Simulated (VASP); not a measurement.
# ZnS (I-4m2) in VASP: notebook

ZnS is run at these levels: PBE; tasks: single point.

All numbers are computed with VASP 6.6.1; they aren't measurements. Logs are shortened: lines on timing, memory, paths and dates and some standing lists are left out, and cuts for length are marked.

## (1) The cell of the first run

Symmetry: I-4m2, No. 119, tetragonal system. Conventional cell: a = 3.505 Å, b = 3.505 Å, c = 6.443 Å, α = 90.00°, β = 90.00°, γ = 90.00°. Zn (site symmetry -4m2) has 4 S at 2.38 Å within 3.1 Å. Within 3.1 Å of S (site symmetry -4m2) lie 4 Zn at 2.38 Å.

## (2) Single point, PBE

INCAR

```
SYSTEM = ZnS
PREC = Accurate
ENCUT = 520
EDIFF = 1E-6
ISMEAR = 0
SIGMA = 0.05
LREAL = .FALSE.
LASPH = .TRUE.
NELM = 100
ALGO = Normal
ISIF = 2
LWAVE = .FALSE.
LCHARG = .TRUE.
GGA = PE
LELF = .TRUE.
LVHAR = .TRUE.
NBANDS = 16
```

KPOINTS

```
Automatic mesh
0
G
  10 10 10
  0 0 0
```

POSCAR

```
ZnS
1.0
    0.0000000000      2.4781634936      3.2216125417
    2.4781634936      0.0000000000      3.2216125417
    2.4781634936      2.4781634936      0.0000000000
Zn S
1 1
Direct
    0.0000000000      0.0000000000      0.0000000000
    0.7500000000      0.7500000000      0.7500000000
```

Potentials or basis: VASP PAW PBE potentials, release 64 (Zn, S).

Command:

```
> cat potpaw_PBE.64/Zn/POTCAR potpaw_PBE.64/S/POTCAR > POTCAR
> mpirun -np 1 vasp_std > vasp.out
```

OUTCAR:

```text
SYSTEM = ZnS
   PREC = Accurate
   ENCUT = 520
   EDIFF = 1E-6
   ISMEAR = 0
   LREAL = .FALSE.
   LASPH = .TRUE.
   NELM = 100
   ISIF = 2
   GGA = PE

 ion  position               nearest neighbor table
   1  0.000  0.000  0.000-   2 2.38   2 2.38   2 2.38   2 2.38
   2  0.750  0.750  0.750-   1 2.38   1 2.38   1 2.38   1 2.38

  LATTYP: Found a body centered tetragonal cell.
 ALAT       =     3.5046524224
 C/A-ratio  =     1.8384776311

  Lattice vectors:

 A1 = (  -2.4781634936,   0.0000000000,   3.2216125417)
 A2 = (   2.4781634936,   0.0000000000,   3.2216125417)
 A3 = (   0.0000000000,   2.4781634936,  -3.2216125417)

Analysis of symmetry for initial positions (statically):
=====================================================================
 Subroutine PRICEL returns:
 Original cell was already a primitive cell.

 Routine SETGRP: Setting up the symmetry group for a
 body centered tetragonal supercell.

 Subroutine GETGRP returns: Found  8 space group operations
 (whereof  8 operations were pure point group operations)
 out of a pool of 16 trial point group operations.

The static configuration has the point symmetry D_2d.

Analysis of symmetry for dynamics (positions and initial velocities):
=====================================================================
 Subroutine PRICEL returns:
 Original cell was already a primitive cell.

 Routine SETGRP: Setting up the symmetry group for a
 body centered tetragonal supercell.

 Subroutine GETGRP returns: Found  8 space group operations
 (whereof  8 operations were pure point group operations)
 out of a pool of 16 trial point group operations.

The dynamic configuration has the point symmetry D_2d.

 Subroutine INISYM returns: Found  8 space group operations
 (whereof  8 operations are pure point group operations),
 and found     1 'primitive' translations

----------------------------------------------------------------------------------------

                                     Primitive cell

  volume of cell :      39.5697

  direct lattice vectors                    reciprocal lattice vectors
     0.000000000  2.478163494  3.221612542    -0.201762314  0.201762314  0.155201780
     2.478163494  0.000000000  3.221612542     0.201762314 -0.201762314  0.155201780
     2.478163494  2.478163494  0.000000000     0.201762314  0.201762314 -0.155201780

  length of vectors
     4.064490333  4.064490333  3.504652422     0.324813261  0.324813261  0.324813261

  position of ions in fractional coordinates (direct lattice)
     0.000000000  0.000000000  0.000000000
     0.750000000  0.750000000  0.750000000

  ion indices of the primitive-cell ions
   primitive index   ion index
                 1           1
                 2           2

----------------------------------------------------------------------------------------

 KPOINTS: Automatic mesh

Automatic generation of k-mesh.
 Grid dimensions read from file:
 generate k-points for:   10   10   10

 Generating k-lattice:

  Cartesian coordinates                     Fractional coordinates (reciprocal lattice)
    -0.020176231  0.020176231  0.015520178     0.100000000  0.000000000  0.000000000
     0.020176231 -0.020176231  0.015520178     0.000000000  0.100000000  0.000000000
     0.020176231  0.020176231 -0.015520178     0.000000000  0.000000000  0.100000000

  Length of vectors
     0.032481326  0.032481326  0.032481326

  Shift w.r.t. Gamma in fractional coordinates (k-lattice)
     0.000000000  0.000000000  0.000000000

 Subroutine IBZKPT returns following result:
 ===========================================

 Found    102 irreducible k-points:

 Following reciprocal coordinates:
            Coordinates               Weight
  0.000000  0.000000  0.000000      1.000000
  0.100000  0.000000  0.000000      8.000000
  0.200000  0.000000  0.000000      8.000000
  0.300000  0.000000  0.000000      8.000000
  0.400000  0.000000  0.000000      8.000000
  0.500000  0.000000  0.000000      4.000000
[... 16 lines left out ...]
  0.300000  0.300000  0.000000      2.000000
  0.400000  0.300000  0.000000      8.000000
 [... further k-points ...]
   k-points           NKPTS =    102   k-points in BZ     NKDIM =    102   number of bands    NBANDS=     16
   number of dos      NEDOS =    301   number of ions     NIONS =      2
   total plane-waves  NPLWV =  25200
   dimension x,y,z NGX =    30 NGY =   30 NGZ =   28
   dimension x,y,z NGXF=    60 NGYF=   60 NGZF=   56
   ions per type =               1   1
   NGX,Y,Z   is equivalent  to a cutoff of  12.27, 12.27, 13.28 a.u.
   NGXF,Y,Z  is equivalent  to a cutoff of  24.54, 24.54, 26.56 a.u.
 SYSTEM =  ZnS
   PREC   = accura    normal or accurate (medium, high low for compatibility)
   ISTART =      0    job   : 0-new  1-cont  2-samecut
   ICHARG =      2    charge: 1-file 2-atom 10-const
   ISPIN  =      1    spin polarized calculation?
   LNONCOLLINEAR =      F non collinear calculations
   LSORBIT =      F    spin-orbit coupling
   LASPH  =      T    aspherical Exc in radial PAW
   ENCUT  =  520.0 eV  38.22 Ry    6.18 a.u.   7.56  7.56  6.52*2*pi/ulx,y,z
   NELM   =    100;   NELMIN=  2; NELMDL= -5     # of ELM steps
   EDIFF  = 0.1E-05   stopping-criterion for ELM
   LREAL  =      F    real-space projection
   EDIFFG = 0.1E-04   stopping-criterion for IOM
   NSW    =      0    number of steps for IOM
   IBRION =     -1    ionic relax: 0-MD 1-quasi-New 2-CG
   NFREE  =      0    steps in history (QN), initial steepest desc. (CG)
   ISIF   =      2    stress and relaxation
   ISYM   =      2    0-nonsym 1-usesym 2-fastsym
   POTIM  = 0.5000    time-step for ionic-motion
   TEBEG  =    0.0;   TEEND  =   0.0 temperature during run
   PSTRESS=    0.0 pullay stress
   NELECT =      18.0000    total number of electrons
   NUPDOWN=      -1.0000    fix difference up-down
   EMIN   =  10.00;   EMAX   =-10.00  energy-range for DOS
   EFERMI =   0.00;   METHOD = LEGACY
   ISMEAR =     0;   SIGMA  =   0.05  broadening in eV -4-tet -1-fermi 0-gaus
   EFERMI_NEDOS =   21; number of points for ismear=-14 and -15
   IALGO  =     38    algorithm
   IMIX   =      4    mixing-type and parameters
     AMIX     =   0.40;   BMIX     =  1.00
     AMIX_MAG =   1.60;   BMIX_MAG =  1.00
  volume/ion in A,a.u.               =      19.78       133.51
  Fermi-wavevector in a.u.,A,eV,Ry     =   1.259055  2.379268 21.568210  1.585219
  Thomas-Fermi vector in A             =   2.392634
   LORBIT       =      0    0 simple, 1 ext, 2 COOP (PROOUT), +10 PAW based schemes
   GGA     = PE    functional components
   LHFCALC =     F    Hartree Fock is set to
   AEXX    =    0.0000 exact exchange contribution
   IVDW    =     0    specifies the selected vdW correction
   LEPSILON=     F    determine dielectric tensor
   LRPA    =     F    only Hartree local field effects (RPA)
 non-spin polarized calculation
 Gauss-broadening in eV      SIGMA  =   0.05
  energy-cutoff  :      520.00
  volume of cell :       39.57
 maximum number of plane-waves:      1084
   NGX = 15   NGY = 15   NGZ = 13

 number of electron      18.0000001 magnetization

 Free energy of the ion-electron system (eV)
  ---------------------------------------------------
  ext. energy  EPLUGINS =         0.00000000
  ---------------------------------------------------
  free energy    TOTEN  =        -6.53612705 eV

  energy without entropy =       -6.53612705  energy(sigma->0) =       -6.53612705

 E-fermi :   2.7859     XC(G=0):  -9.6801

 val. band max:        2.5033036980   @ k =   0.0000   0.0000   0.0000
 cond. band min:       3.6895026267   @ k =   0.0000   0.0000   0.0000
 fundamental gap:      1.1861989287
 Fermi energy:         2.7858803119

 k-point     1 :       0.0000    0.0000    0.0000
  band No.  band energies     occupation
      1     -10.9049      2.00000
      2      -4.3395      2.00000
      3      -4.1368      2.00000
      4      -4.1368      2.00000
      5      -3.8530      2.00000
      6      -3.7841      2.00000
[... 8 lines left out ...]
     15      13.6650      0.00000
     16      14.4188      0.00000

 k-point     2 :       0.1000    0.0000    0.0000
  band No.  band energies     occupation
      1     -10.8249      2.00000
      2      -4.3312      2.00000
      3      -4.1431      2.00000
      4      -4.1240      2.00000
      5      -3.8449      2.00000
      6      -3.7900      2.00000
[... 8 lines left out ...]
     15      14.1475      0.00000
     16      15.3255      0.00000

 k-point     3 :       0.2000    0.0000    0.0000
  band No.  band energies     occupation
      1     -10.6036      2.00000
      2      -4.3119      2.00000
      3      -4.1468      2.00000
      4      -4.0914      2.00000
      5      -3.8167      2.00000
      6      -3.8044      2.00000
[... 8 lines left out ...]
     15      14.4873      0.00000
     16      14.9400      0.00000

 k-point     4 :       0.3000    0.0000    0.0000
  band No.  band energies     occupation
      1     -10.3016      2.00000
      2      -4.2842      2.00000
      3      -4.1117      2.00000
      4      -4.0542      2.00000
      5      -3.8186      2.00000
      6      -3.7667      2.00000
[... 8 lines left out ...]
     15      14.0244      0.00000
     16      15.3481      0.00000

 k-point     5 :       0.4000    0.0000    0.0000
  band No.  band energies     occupation
      1     -10.0279      2.00000
      2      -4.2540      2.00000
      3      -4.0287      2.00000
      4      -3.9852      2.00000
      5      -3.8250      2.00000
      6      -3.7080      2.00000
[... 8 lines left out ...]
     15      14.4159      0.00000
     16      15.5494      0.00000

 k-point     6 :       0.5000    0.0000    0.0000
  band No.  band energies     occupation
      1      -9.9147      2.00000
      2      -4.2432      2.00000
      3      -4.0206      2.00000
      4      -3.8510      2.00000
      5      -3.8257      2.00000
      6      -3.6605      2.00000
[... 8 lines left out ...]
     15      14.8587      0.00000
     16      15.0044      0.00000

 k-point     7 :       0.1000    0.1000    0.0000
  band No.  band energies     occupation
      1     -10.8324      2.00000
      2      -4.3445      2.00000
      3      -4.1158      2.00000
      4      -4.1158      2.00000
      5      -3.8628      2.00000
      6      -3.7820      2.00000
[... 8 lines left out ...]
     15      14.2923      0.00000
     16      15.2319      0.00000

 k-point     8 :       0.2000    0.1000    0.0000
  band No.  band energies     occupation
      1     -10.6880      2.00000
      2      -4.3361      2.00000
      3      -4.1031      2.00000
      4      -4.0860      2.00000
      5      -3.8606      2.00000
      6      -3.7857      2.00000
[... 8 lines left out ...]
     15      15.2265      0.00000
     16      15.7132      0.00000

 k-point     9 :       0.3000    0.1000    0.0000
  band No.  band energies     occupation
      1     -10.4286      2.00000
      2      -4.2989      2.00000
      3      -4.0890      2.00000
      4      -4.0479      2.00000
      5      -3.8312      2.00000
      6      -3.7973      2.00000
[... 8 lines left out ...]
     15      14.9632      0.00000
     16      15.7817      0.00000
[... 172 lines left out ...]
 k-point    19 :       0.5000    0.2000    0.0000
  band No.  band energies     occupation
      1      -9.9568      2.00000
      2      -4.2281      2.00000
      3      -3.9751      2.00000
      4      -3.8691      2.00000
      5      -3.8088      2.00000
      6      -3.7679      2.00000
[... 8 lines left out ...]
     15      15.3069      0.00000
     16      15.4758      0.00000

 k-point    20 :      -0.4000    0.2000    0.0000
  band No.  band energies     occupation
      1      -9.8469      2.00000
      2      -4.2274      2.00000
      3      -3.9814      2.00000
      4      -3.9014      2.00000
      5      -3.8287      2.00000
      6      -3.5917      2.00000
[... 8 lines left out ...]
     15      14.8395      0.00000
     16      15.9483      0.00000

 k-point    21 :      -0.3000    0.2000    0.0000
  band No.  band energies     occupation
      1      -9.9202      2.00000
      2      -4.2604      2.00000
      3      -4.0432      2.00000
      4      -4.0046      2.00000
      5      -3.8426      2.00000
      6      -3.5955      2.00000
[... 8 lines left out ...]
     15      14.6423      0.00000
     16      16.4215      0.00000

 k-point    22 :      -0.2000    0.2000    0.0000
  band No.  band energies     occupation
      1     -10.1386      2.00000
      2      -4.3087      2.00000
      3      -4.1197      2.00000
      4      -4.0395      2.00000
      5      -3.8415      2.00000
      6      -3.6733      2.00000
[... 8 lines left out ...]
     15      14.1842      0.00000
     16      15.5044      0.00000

 k-point    23 :       0.3000    0.3000    0.0000
  band No.  band energies     occupation
      1     -10.3533      2.00000
      2      -4.3524      2.00000
      3      -3.9831      2.00000
      4      -3.9831      2.00000
      5      -3.9112      2.00000
      6      -3.7695      2.00000
[... 8 lines left out ...]
     15      16.7357      0.00000
     16      17.2670      0.00000

 k-point    24 :       0.4000    0.3000    0.0000
  band No.  band energies     occupation
      1     -10.1770      2.00000
      2      -4.3127      2.00000
      3      -3.9702      2.00000
      4      -3.9500      2.00000
      5      -3.8745      2.00000
      6      -3.7731      2.00000
[... 8 lines left out ...]
     15      16.4524      0.00000
     16      16.9486      0.00000

 [... further k-points ...]
[... 5 lines left out ...]
  --------------------------------------------------------------------------------------
  -------------------------------------------------------------------------------------
  Total        1.4075660      1.4075660     -2.6777558      0.0000000      0.0000000      0.0000000
  in kB       56.9922932     56.9922932   -108.4222307      0.0000000      0.0000000      0.0000000
  external PRESSURE =       1.8541186 kB  Pullay stress =       0.0000000 kB

 VOLUME and BASIS-vectors are now :
 -----------------------------------------------------------------------------
  energy-cutoff  :      520.00
  volume of cell :       39.57
      direct lattice vectors                 reciprocal lattice vectors
     0.000000000  2.478163494  3.221612542    -0.201762314  0.201762314  0.155201780
     2.478163494  0.000000000  3.221612542     0.201762314 -0.201762314  0.155201780
     2.478163494  2.478163494  0.000000000     0.201762314  0.201762314 -0.155201780

 POSITION                                       TOTAL-FORCE (eV/Angst)
 -----------------------------------------------------------------------------------
      0.00000      0.00000      0.00000         0.000000      0.000000      0.000000
      3.71725      3.71725      4.83242        -0.000000     -0.000000     -0.000000
 -----------------------------------------------------------------------------------
    total drift:                               -0.000006     -0.000006      0.000006

  FREE ENERGIE OF THE ION-ELECTRON SYSTEM (eV)
  ---------------------------------------------------
  free  energy   TOTEN  =        -6.5361270485 eV

  energy  without entropy=       -6.5361270485  energy(sigma->0) =       -6.53612705
```

It took 27 s on 1 thread of Intel Xeon 6975P-C (Granite Rapids), shared host; peak memory 0.19 GiB.

What came out:

```
Free energy            : -6.5361 eV
Pressure               : 0.2 GPa
Band gap on the k mesh : 1.19 eV, direct
```

Stress tensor (GPa, compression positive):
```
  5.70   0.00   0.00
  0.00   5.70   0.00
  0.00   0.00 -10.84
```

Levels at points of the mesh, in eV from the valence-band top:
| k point | band 5 | band 6 | band 7 | band 8 | band 9 | band 10 | band 11 | band 12 | band 13 | band 14 |
| --- | --- | --- | --- | --- | --- | --- | --- | --- | --- | --- |
| (0.00, 0.00, 0.00) | -6.36 | -6.29 | -1.44 | 0.00 | 0.00 | 1.19 | 6.42 | 6.43 | 6.43 | 8.52 |
| (0.50, 0.00, 0.00) | -6.33 | -6.16 | -5.40 | -2.02 | -0.36 | 1.96 | 6.69 | 7.90 | 8.35 | 11.33 |
| (0.50, 0.50, 0.00) | -6.37 | -6.27 | -5.85 | -1.49 | -1.49 | 4.20 | 5.25 | 8.50 | 11.66 | 11.66 |
| (0.50, 0.00, 0.50) | -6.30 | -6.01 | -4.27 | -3.06 | -2.58 | 2.66 | 2.99 | 9.06 | 9.88 | 10.45 |

(Continued in part 2 of 2.)
